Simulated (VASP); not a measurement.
Runs of VASP 6.6.1 on WSe2. The structure is that of space group P-6m2 (No. 187), or close to it. The cells are those of the table. 

```csv
cell,gap on the mesh (eV),largest force (eV/Å)
"a = 3.318, b = 3.393, c = 16.658 Å, angles 90.0, 90.0, 119.3°, 3 atoms",1.37,0.39
"a = 3.318, b = 3.449, c = 16.658 Å, angles 90.0, 90.0, 118.7°, 3 atoms",(a),0.59
"a = 3.318, b = 3.355, c = 16.658 Å, angles 90.0, 90.0, 119.6°, 3 atoms",1.44,0.23
"a = 3.318, b = 3.431, c = 16.658 Å, angles 90.0, 90.0, 118.9°, 3 atoms",1.31,0.53
```

Alike in all rows: task single point; level PBEsol; potentials or basis VASP PAW PBE potentials, release 64 (W_sv, Se); no spin polarisation; k mesh 12 × 12 × 2; cutoff (eV) 520; smearing gaussian 0.05 eV.

**Question.** Fill in the values left out.

**Answer.** (a) 1.28.

Caveats: there is no dipole correction, which matters where the two faces differ; the PAW data sets were made with another functional, which shifts forces and pressure a little; spin-orbit coupling is left out, which moves the levels of the heavy elements.

A k mesh can miss the band edges, and the runs leave out spin-orbit coupling on Se, W.
